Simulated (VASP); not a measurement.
A run of VASP 6.6.1 is set up as follows.

INCAR

```
PREC = Accurate
ENCUT = 520
EDIFF = 1E-6
ISMEAR = -1
SIGMA = 0.05
LREAL = F
LASPH = T
NELM = 100
ALGO = Normal
ISIF = 2
LWAVE = F
LCHARG = F
GGA = CA
NBANDS = 36
```

The input KPOINTS:

```
regular mesh
0
Gamma
  9 9 9
```

Contents of POSCAR:

```
NbRu3
1.0
    3.8024000000      0.0000000000      0.0000000000
    0.0000000000      3.8024000000      0.0000000000
    0.0000000000      0.0000000000      3.8800000000
Nb Ru
1 3
Direct
    0.0000000000      0.0000000000      0.0000000000
    0.0000000000      0.5000000000      0.5000000000
    0.5000000000      0.0000000000      0.5000000000
    0.5000000000      0.5000000000      0.0000000000
```

Potentials or basis: VASP PAW LDA potentials, release 64 (Nb_sv, Ru_pv).

Run with:

```console
$ cat potpaw_LDA.64/Nb_sv/POTCAR potpaw_LDA.64/Ru_pv/POTCAR > POTCAR
$ mpirun -np 1 vasp_std > vasp.out
```

Estimate the pressure.

0.6 GPa.

Estimate the band gap on the k mesh.

zero (an odd number of electrons rules out a gap without spin polarisation).

Stress tensor (GPa, compression positive):
```
 1.89  0.00  0.00
 0.00  1.89  0.00
 0.00  0.00 -2.02
```

Caveat: the cell differs from its parent crystal (equal xx and yy strain of -2 %).
